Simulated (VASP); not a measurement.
Wanted: the native input for a VASP 6.6.1 run.

```yaml
Task: single point
Functional: LDA
Potentials_or_basis: VASP PAW LDA potentials, release 64 (W_sv, Si)
Cutoff: 520 eV
k_mesh: 13 × 13 × 13
Occupations: fermi-dirac, width 0.05 eV
Spin: no spin polarisation
Dipole_correction: no
k_mesh_for_the_DOS: 20 × 20 × 20
Occupations_for_the_DOS: tetrahedron
Further_INCAR_settings: ALGO = Normal; EDIFF = 1e-06
```

Crystal: SiW (CsCl type).

```
CELL_PARAMETERS angstrom
3.01306 0.00000 0.00000
0.00000 3.01306 0.00000
0.00000 0.00000 3.01306
ATOMIC_POSITIONS crystal
W 0.00000 0.00000 0.00000
Si 0.50000 0.50000 0.50000
```

The input as run:

POSCAR

```
SiW
1.0
    3.0130646200      0.0000000000      0.0000000000
    0.0000000000      3.0130646200      0.0000000000
    0.0000000000      0.0000000000      3.0130646200
W Si
1 1
Direct
    0.0000000000      0.0000000000      0.0000000000
    0.5000000000      0.5000000000      0.5000000000
```

INCAR.step1

```
PREC = Accurate
ENCUT = 520
EDIFF = 1E-6
ISMEAR = -1
SIGMA = 0.05
LREAL = F
LASPH = T
NELM = 100
ALGO = Normal
ISIF = 2
LWAVE = F
LCHARG = T
LMAXMIX = 4
GGA = CA
NBANDS = 16
```

KPOINTS.step1

```
regular mesh
0
Gamma
  13 13 13
```

INCAR.step2

```
PREC = Accurate
ENCUT = 520
EDIFF = 1E-6
ISMEAR = -5
SIGMA = 0.05
LREAL = F
LASPH = T
NELM = 100
ALGO = Normal
ISIF = 2
LWAVE = F
LCHARG = F
LMAXMIX = 4
GGA = CA
LORBIT = 11
NEDOS = 2001
ICHARG = 11
```

KPOINTS.step2

```
regular mesh
0
Gamma
  20 20 20
```

Potentials or basis: VASP PAW LDA potentials, release 64 (W_sv, Si).

The run is started by

```console
$ cat potpaw_LDA.64/W_sv/POTCAR potpaw_LDA.64/Si/POTCAR > POTCAR
$ cp INCAR.step1 INCAR
$ cp KPOINTS.step1 KPOINTS
$ mpirun -np 1 vasp_std > vasp.out
$ cp INCAR.step2 INCAR
$ cp KPOINTS.step2 KPOINTS
$ mpirun -np 1 vasp_std > vasp.out
```

Results of the run:

| Item | Value |
| --- | --- |
| Valence electrons inside the program's atomic spheres | W 12.22; Si 1.69 |

Wall time 110 s on 1 thread of AMD EPYC 7R13 (shared host), peak memory 0.19 GiB.
